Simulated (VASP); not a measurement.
Input of a VASP 6.6.1 run:

INCAR

```
SYSTEM = InGa3P4
PREC = Accurate
ENCUT = 520
EDIFF = 1E-6
ISMEAR = -1
SIGMA = 0.02
LREAL = .False.
LASPH = .True.
NELM = 100
ALGO = Normal
ISIF = 2
LWAVE = .False.
LCHARG = .True.
GGA = PE
LELF = .True.
LVHAR = .True.
NBANDS = 46
```

KPOINTS

```
Automatic mesh
0
Gamma
  8 8 4
  0 0 0
```

File POSCAR:

```
InGa3P4
1.0
    6.5252408649     -1.9649258253      0.0050146714
    6.5252408649      1.9649258253      0.0050146714
   -1.1812483937      0.0000000000      6.7230078977
Ga In P
3 1 4
Direct
   -0.0025906369     -0.0025906369     -0.0056976252
    0.5024998101      0.5024998101      0.5056280883
    0.2504356915      0.2504356915      0.7497878434
    0.7491624344      0.7491624344      0.2491408266
    0.5515966181      0.5515966181      0.1837552603
    0.0656334547      0.0656334547      0.6888562952
    0.8137400975      0.8137400975      0.9222005730
    0.3195225307      0.3195225307      0.4563287385
```

Potentials or basis: VASP PAW PBE potentials, release 64 (Ga_d, In_d, P).

Run with:

```bash
$ cat potpaw_PBE.64/Ga_d/POTCAR potpaw_PBE.64/In_d/POTCAR potpaw_PBE.64/P/POTCAR > POTCAR
$ mpirun -np 1 vasp_std > vasp.out
```

**Question.** What does it give for the band gap on the k mesh?

**Answer.** 1.16 eV.

**Question.** What does it give for the pressure?

**Answer.** 2.2 GPa.

**Question.** Predict the largest force.

**Answer.** 0.030 eV/Å.

Forces on the atoms (eV/Å):
```
Ga   0.025  0.000  0.000
Ga   0.025  0.000  0.006
Ga  -0.027  0.000  0.015
In  -0.013  0.000 -0.013
P    0.009  0.000  0.003
P   -0.006  0.000  0.001
P   -0.012  0.000  0.013
P   -0.001  0.000 -0.024
```

Caveat: spin-orbit coupling is left out, which moves the levels of the heavy elements. A k mesh can miss the band edges.
